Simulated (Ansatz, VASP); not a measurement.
**C: VASP beside Ansatz**

Contents of INCAR:

```
PREC = Accurate
ENCUT = 520
EDIFF = 1E-6
ISMEAR = 0
SIGMA = 0.1
LREAL = F
LASPH = T
NELM = 120
ALGO = Normal
ISIF = 2
LWAVE = F
LCHARG = F
LDIPOL = T
IDIPOL = 3
DIPOL = 0.5 0.5 0.500
NBANDS = 11
GGA_COMPAT = F
NELMDL = -8
```

File KPOINTS:

```
Automatic mesh
0
Gamma
  21 21 1
```

POSCAR

```
C
1.0
    2.2000000000      0.0000000000      0.0000000000
   -1.1000000000      1.9052558883      0.0000000000
    0.0000000000      0.0000000000     28.0000000000
C
2
Direct
    0.3333333333      0.6666666667      0.5076607143
    0.6666666667      0.3333333333      0.4923392857
```

Input for Ansatz:

```yaml
crystal:
  lattice:
    - [2.2, 0.0, 0.0]
    - [-1.1, 1.9052558883, 0.0]
    - [0.0, 0.0, 28.0]
  atoms:
    - { symbol: C, position: [0.3333333333, 0.6666666667, 0.5076607143] }
    - { symbol: C, position: [0.6666666667, 0.3333333333, 0.4923392857] }
  periodic: [true, true, false]
basis:
  ecutwfc: 420
kpoints:
  mp_grid: { grid: [21, 21, 1] }
hamiltonian:
  xc: lda
scf:
  occupations: { method: gaussian, width: 0.1 }
output:
  forces: true
  stress: true
  eigenvalues: true
```

Alike in both runs: task single point; functional LDA; k mesh 21 × 21 × 1; occupations gaussian, width 0.1 eV; no spin polarisation.

|  | VASP | Ansatz |
| --- | --- | --- |
| version | VASP 6.6.1 | Ansatz 0.2.0 |
| potentials or method | VASP PAW LDA potentials, release 64 (C), cutoff 520 eV | scalar-relativistic, plane waves, PAW |
| valence electrons in the cell | 8 | 8 |

|  | VASP | Ansatz | Ansatz less VASP |
| --- | --- | --- | --- |
| gap on the k mesh at the Fermi level (eV) | none | none | - |
| rms of the force components (eV/Å) | 4.015 | 4.047 | +0.0313 |

LDA's correlation is that of Perdew and Zunger in VASP and of Perdew and Wang (1992) in Ansatz. Atom by atom the forces differ by 0.031 eV/Å (rms over components). A gap of «none» marks a metal or a gap that the smearing closes.
